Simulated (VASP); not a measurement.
Wanted: the native input for a VASP 6.6.1 run.

```yaml
Task: single point
Functional: PBEsol
Potentials_or_basis: VASP PAW PBE potentials, release 64 (Ge_d)
Cutoff: 520 eV
k_mesh: 20 × 20 × 20
Occupations: gaussian, width 0.15 eV
Spin: no spin polarisation
Dipole_correction: no
Further_INCAR_settings: ALGO = Fast; EDIFF = 1e-06; NBANDS = 21
```

The structure of Ge lies in POSCAR:

```
Ge
1.0
   -2.4793301062      2.6352636375      1.4369470000
    2.4793301062     -2.6352636375      1.4369470000
    2.5124658938      2.6664623625     -1.4369470000
Ge
2
Direct
    0.1859430000      0.9359430000      0.2500000000
    0.8140570000      0.0640570000      0.7500000000
```

This cell differs from its parent crystal: strain +0.0125 x Voigt [0, 0, 0, 0, 0, 1].

The input as run:

INCAR

```
PREC = Accurate
ENCUT = 520
EDIFF = 1E-6
ISMEAR = 0
SIGMA = 0.15
LREAL = F
LASPH = T
NELM = 100
ALGO = Fast
ISIF = 2
LWAVE = F
LCHARG = F
GGA = PS
NBANDS = 21
```

KPOINTS

```
Automatic mesh
0
Gamma
  20 20 20
```

Potentials or basis: VASP PAW PBE potentials, release 64 (Ge_d).

Run with:

```bash
$ cat potpaw_PBE.64/Ge_d/POTCAR > POTCAR
$ mpirun -np 1 vasp_std > vasp.out
```

It gave:

- Pressure: -2.4 GPa
- Largest force: 0.049 eV/Å
- Band gap on the k mesh: zero (bands 14 and 15 overlap by 5.78 eV)

Caveat: the cell differs from its parent crystal (strain +0.0125 x Voigt [0, 0, 0, 0, 0, 1]); the PAW data sets were made with another functional, which shifts forces and pressure a little.

Wall time 30 min on 1 thread of Oxide Virtual Turin-like Processor, on a shared host, peak memory 1.2 GiB.
